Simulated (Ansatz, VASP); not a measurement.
**One calculation of MgS, two programs**

File INCAR:

```
ALGO = Normal
EDIFF = 1E-6
EDIFFG = -0.01
ENCUT = 600
GGA = PE
IBRION = 2
ISIF = 3
ISMEAR = -1
LASPH = T
LCHARG = F
LREAL = F
LWAVE = F
NELM = 100
NSW = 80
PREC = Accurate
SIGMA = 0.05
```

Contents of KPOINTS:

```
k-points
0
Gamma
  8 8 8
```

File POSCAR:

```
MgS
1.0
    0.0000000000      2.8331200468      2.8331200468
    2.8331200468      0.0000000000      2.8331200468
    2.8331200468      2.8331200468      0.0000000000
S Mg
1 1
Direct
    0.2500000000      0.2500000000      0.2500000000
    0.0000000000      0.0000000000      0.0000000000
```

The input input.yaml:

```yaml
crystal:
  lattice:
    - [0.0, 2.8331200468, 2.8331200468]
    - [2.8331200468, 0.0, 2.8331200468]
    - [2.8331200468, 2.8331200468, 0.0]
  atoms:
    - { symbol: S, position: [0.25, 0.25, 0.25] }
    - { symbol: Mg, position: [0.0, 0.0, 0.0] }
kpoints:
  mp_grid: { grid: [8, 8, 8] }
scf:
  occupations: { method: fermi_dirac, width: 0.05 }
hamiltonian:
  xc: pbe
  pseudopotentials: { kind: all_electron, lapw: { basis_error: 0.001 } }
output:
  forces: true
  stress: true
relax:
  f_tol: 0.01
  max_steps: 60
  cell: {}
```

Alike in both runs: task relaxation of cell and atoms; functional PBE; k mesh 8 × 8 × 8; occupations fermi-dirac, width 0.05 eV; no spin polarisation.

|  | VASP | Ansatz |
| --- | --- | --- |
| version | VASP 6.6.1 | Ansatz 0.2.0 |
| potentials or method | VASP PAW PBE potentials, release 64 (S, Mg), cutoff 600 eV | all-electron LAPW, scalar-relativistic |

```tsv
	VASP	Ansatz	Ansatz less VASP
relaxed volume (Å³/atom)	23.06	23.12	+0.055
relaxed cell length with the largest relative difference (Å)	4.025	4.029	+0.0032
```

Ansatz ran all-electron here, and VASP with PAW potentials.
